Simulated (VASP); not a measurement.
# Au (Fm-3m) in VASP: notebook

Au is run at these levels: PBEsol+D4; tasks: single point.

Everything below comes from runs of VASP 6.6.1. Logs are shortened: lines on timing, memory, paths and dates and some standing lists are left out, and cuts for length are marked.

### 1 The cell of the first run

It takes space group Fm-3m (No. 225, cubic). The conventional cell has a = 4.080 Å, b = 4.080 Å, c = 4.080 Å, α = 90.00°, β = 90.00°, γ = 90.00°. Within 3.8 Å of Au (site symmetry m-3m) lie 12 Au at 2.88 Å.

### 2 Single point, PBEsol+D4

File INCAR:

```
SYSTEM = Au
PREC     = Accurate       ! precision mode
ENCUT    = 500            ! plane-wave cutoff, eV
EDIFF    = 1E-6           ! SCF threshold, eV
ISMEAR   = 0              ! smearing method
SIGMA    = 0.1            ! smearing width, eV
LREAL    = .False.        ! projectors in reciprocal space
LASPH    = .True.         ! aspherical terms in the spheres
NELM     = 120            ! most SCF steps
ALGO     = Normal         ! electronic algorithm
ISIF     = 2              ! what is computed and relaxed
LWAVE    = .False.        ! write WAVECAR
LCHARG   = .False.        ! write CHGCAR
GGA      = PS             ! functional
IVDW     = 13             ! dispersion correction
NBANDS   = 12             ! bands
GGA_COMPAT= .False.
```

File KPOINTS:

```
regular mesh
0
Gamma
  8 8 8
  0 0 0
```

File POSCAR:

```
Au
1.0
    0.0000000000      2.0400000000      2.0400000000
    2.0400000000      0.0000000000      2.0400000000
    2.0400000000      2.0400000000      0.0000000000
Au
1
Direct
    0.0000000000      0.0000000000      0.0000000000
```

Potentials or basis: VASP PAW PBE potentials, release 64 (Au).

Started as:

```
$ cat potpaw_PBE.64/Au/POTCAR > POTCAR
$ mpirun -np 1 vasp_std > vasp.out
```

OUTCAR:

```text
SYSTEM = Au
   PREC = Accurate
   ENCUT = 500
   EDIFF = 1E-6
   ISMEAR = 0
   LREAL = .False.
   LASPH = .True.
   NELM = 120
   ISIF = 2
   GGA = PS
   IVDW = 13

 ion  position               nearest neighbor table
   1  0.000  0.000  0.000-

  LATTYP: Found a face centered cubic cell.
 ALAT       =     4.0800000000

  Lattice vectors:

 A1 = (   0.0000000000,   2.0400000000,   2.0400000000)
 A2 = (   2.0400000000,   0.0000000000,   2.0400000000)
 A3 = (   2.0400000000,   2.0400000000,   0.0000000000)

Analysis of symmetry for initial positions (statically):
=====================================================================
 Subroutine PRICEL returns:
 Original cell was already a primitive cell.

 Routine SETGRP: Setting up the symmetry group for a
 face centered cubic supercell.

 Subroutine GETGRP returns: Found 48 space group operations
 (whereof 48 operations were pure point group operations)
 out of a pool of 48 trial point group operations.

The static configuration has the point symmetry O_h .

Analysis of symmetry for dynamics (positions and initial velocities):
=====================================================================
 Subroutine PRICEL returns:
 Original cell was already a primitive cell.

 Routine SETGRP: Setting up the symmetry group for a
 face centered cubic supercell.

 Subroutine GETGRP returns: Found 48 space group operations
 (whereof 48 operations were pure point group operations)
 out of a pool of 48 trial point group operations.

The dynamic configuration has the point symmetry O_h .

 Subroutine INISYM returns: Found 48 space group operations
 (whereof 48 operations are pure point group operations),
 and found     1 'primitive' translations

----------------------------------------------------------------------------------------

                                     Primitive cell

  volume of cell :      16.9793

  direct lattice vectors                    reciprocal lattice vectors
     0.000000000  2.040000000  2.040000000    -0.245098039  0.245098039  0.245098039
     2.040000000  0.000000000  2.040000000     0.245098039 -0.245098039  0.245098039
     2.040000000  2.040000000  0.000000000     0.245098039  0.245098039 -0.245098039

  length of vectors
     2.884995667  2.884995667  2.884995667     0.424522257  0.424522257  0.424522257

  position of ions in fractional coordinates (direct lattice)
     0.000000000  0.000000000  0.000000000

  ion indices of the primitive-cell ions
   primitive index   ion index
                 1           1

----------------------------------------------------------------------------------------

 KPOINTS: regular mesh

[... 81 lines left out ...]
   EFERMI =   0.00;   METHOD = LEGACY
   ISMEAR =     0;   SIGMA  =   0.10  broadening in eV -4-tet -1-fermi 0-gaus
   EFERMI_NEDOS =   21; number of points for ismear=-14 and -15
   IALGO  =     38    algorithm
   IMIX   =      4    mixing-type and parameters
     AMIX     =   0.40;   BMIX     =  1.00
     AMIX_MAG =   1.60;   BMIX_MAG =  1.00
  volume/ion in A,a.u.               =      16.98       114.58
  Fermi-wavevector in a.u.,A,eV,Ry     =   1.416551  2.676893 27.301680  2.006617
  Thomas-Fermi vector in A             =   2.537874
   LORBIT       =      0    0 simple, 1 ext, 2 COOP (PROOUT), +10 PAW based schemes
   GGA     = PS    functional components
   LHFCALC =     F    Hartree Fock is set to
   AEXX    =    0.0000 exact exchange contribution
   IVDW    =    13    specifies the selected vdW correction
   LEPSILON=     F    determine dielectric tensor
   LRPA    =     F    only Hartree local field effects (RPA)
 non-spin polarized calculation
 Gauss-broadening in eV      SIGMA  =   0.10
  energy-cutoff  :      500.00
  volume of cell :       16.98
 maximum number of plane-waves:       445
 NGX is ok and might be reduce to    24
   NGX = 11   NGY = 11   NGZ = 11

 number of electron      11.0000000 magnetization

 Free energy of the ion-electron system (eV)
  ---------------------------------------------------
  ext. energy  EPLUGINS =         0.00000000
  ---------------------------------------------------
  free energy    TOTEN  =        -3.88533718 eV

  energy without entropy =       -3.88217692  energy(sigma->0) =       -3.88375705

 E-fermi :   9.2852     XC(G=0): -12.9048

 val. band max:        9.2112909973   @ k =   0.5000   0.2500   0.1250
 cond. band min:       9.4699033351   @ k =   0.5000   0.3750   0.1250
 fundamental gap:      0.2586123378
 Fermi energy:         9.2852401973

 k-point     1 :       0.0000    0.0000    0.0000
  band No.  band energies     occupation
      1      -0.6195      2.00000
      2       4.6492      2.00000
      3       4.6492      2.00000
      4       4.6492      2.00000
      5       6.1905      2.00000
      6       6.1905      2.00000
      7      23.8338      0.00000
      8      27.8510      0.00000
      9      27.8510      0.00000
     10      27.8510      0.00000
     11      32.7276      0.00000
     12      37.4363      0.00000
[... 331 lines left out ...]
 k-point    24 :      -0.3750    0.2500    0.1250
  band No.  band energies     occupation
      1       3.0067      2.00000
      2       3.9671      2.00000
      3       5.0702      2.00000
      4       5.4926      2.00000
      5       7.2592      2.00000
      6      11.9578      0.00000
      7      12.3998      0.00000
      8      21.5137      0.00000
      9      22.4545      0.00000
     10      27.0005      0.00000
     11      33.2250      0.00000
     12      36.2337      0.00000

 [... further k-points ...]

------------------------ aborting loop because EDIFF is reached ----------------------------------------

  DFT-D4 for vdW energy calculation

  Edisp (eV):   -0.39763

  FORCE on cell =-STRESS in cart. coord.  units (eV):
  Direction    XX          YY          ZZ          XY          YZ          ZX
  --------------------------------------------------------------------------------------
  -------------------------------------------------------------------------------------
  Total      -0.25126    -0.25126    -0.25126     0.00000     0.00000    -0.00000
  in kB     -23.70939   -23.70939   -23.70939     0.00000     0.00000    -0.00000
  external pressure =      -23.71 kB  Pullay stress =        0.00 kB

 VOLUME and BASIS-vectors are now :
 -----------------------------------------------------------------------------
  energy-cutoff  :      500.00
  volume of cell :       16.98
      direct lattice vectors                 reciprocal lattice vectors
     0.000000000  2.040000000  2.040000000    -0.245098039  0.245098039  0.245098039
     2.040000000  0.000000000  2.040000000     0.245098039 -0.245098039  0.245098039
     2.040000000  2.040000000  0.000000000     0.245098039  0.245098039 -0.245098039

 POSITION                                       TOTAL-FORCE (eV/Angst)
 -----------------------------------------------------------------------------------
      0.00000      0.00000      0.00000        -0.000000      0.000000      0.000000
 -----------------------------------------------------------------------------------
    total drift:                               -0.000000      0.000000     -0.000000

  FREE ENERGIE OF THE ION-ELECTRON SYSTEM (eV)
  ---------------------------------------------------
  free  energy   TOTEN  =        -4.2829677264 eV

  energy  without entropy=       -4.2798074701  energy(sigma->0) =       -4.28138760
```

Run time: 6.8 s. Hardware: 1 thread of Intel Xeon Platinum 8488C (Sapphire Rapids), shared host; peak memory 0.14 GiB.

What came out:

| Property | Result |
| --- | --- |
| Free energy | -4.2830 eV |
| Pressure | -2.4 GPa |
| Dispersion energy per atom | -0.398 eV |

Levels at points of the mesh, in eV from the Fermi level:
```csv
k point,band 2,band 3,band 4,band 5,band 6,band 7,band 8,band 9,band 10,band 11
"(0.00, 0.00, 0.00)",-4.64,-4.64,-4.64,-3.09,-3.09,14.55,18.57,18.57,18.57,23.44
"(0.50, 0.00, 0.00)",-4.67,-4.67,-1.88,-1.88,-0.99,3.13,13.99,17.17,17.17,25.00
"(0.50, 0.50, 0.00)",-6.72,-1.92,-1.56,-1.56,1.00,5.83,10.02,10.02,17.26,19.90
```

Caveat: the PAW data sets were made with another functional, which shifts forces and pressure a little; spin-orbit coupling is left out, which moves the levels of the heavy elements; pairwise dispersion overbinds metals, which lowers pressure and volume.

### 3 Single point, PBEsol+D4

This run uses another cell than the first one, of 16.70 Å³/atom, 0.983 times its volume.

File INCAR:

```
SYSTEM = Au
PREC = Accurate
ENCUT = 500
EDIFF = 1E-6
ISMEAR = 0
SIGMA = 0.1
LREAL = .FALSE.
LASPH = .TRUE.
NELM = 120
ALGO = Normal
ISIF = 2
LWAVE = .FALSE.
LCHARG = .TRUE.
GGA = PS
IVDW = 13
LELF = .TRUE.
LVHAR = .TRUE.
NBANDS = 12
GGA_COMPAT = .FALSE.
```

File KPOINTS:

```
regular mesh
0
G
  18 18 18
  0 0 0
```

File POSCAR:

```
Au
1.0
    0.0000000000      2.0286924485      2.0286924485
    2.0286924485      0.0000000000      2.0286924485
    2.0286924485      2.0286924485      0.0000000000
Au
1
Direct
    0.0000000000      0.0000000000      0.0000000000
```

Potentials or basis: VASP PAW PBE potentials, release 64 (Au).

Started as:

```
$ cat potpaw_PBE.64/Au/POTCAR > POTCAR
$ mpirun -np 1 vasp_std > vasp.out
```

Run time: 31 s. Hardware: 1 thread of Intel Xeon Platinum 8488C (Sapphire Rapids), shared host; peak memory 0.17 GiB.

It converged, with:

```
Free energy                : -4.3256 eV
Pressure                   : -0.3 GPa
Dispersion energy per atom : -0.404 eV
```

Levels at points of the mesh, in eV from the Fermi level:
| k point | band 4 | band 5 | band 6 | band 7 | band 8 | band 9 |
| --- | --- | --- | --- | --- | --- | --- |
| (0.00, 0.00, 0.00) | -4.77 | -3.18 | -3.18 | 14.49 | 18.60 | 18.60 |
| (0.50, 0.00, 0.00) | -1.94 | -1.94 | -1.10 | 3.19 | 13.94 | 17.26 |
| (0.50, 0.50, 0.00) | -1.60 | -1.60 | 0.92 | 5.93 | 10.03 | 10.03 |

Caveat: the PAW data sets were made with another functional, which shifts forces and pressure a little; spin-orbit coupling is left out, which moves the levels of the heavy elements; pairwise dispersion overbinds metals, which lowers pressure and volume.
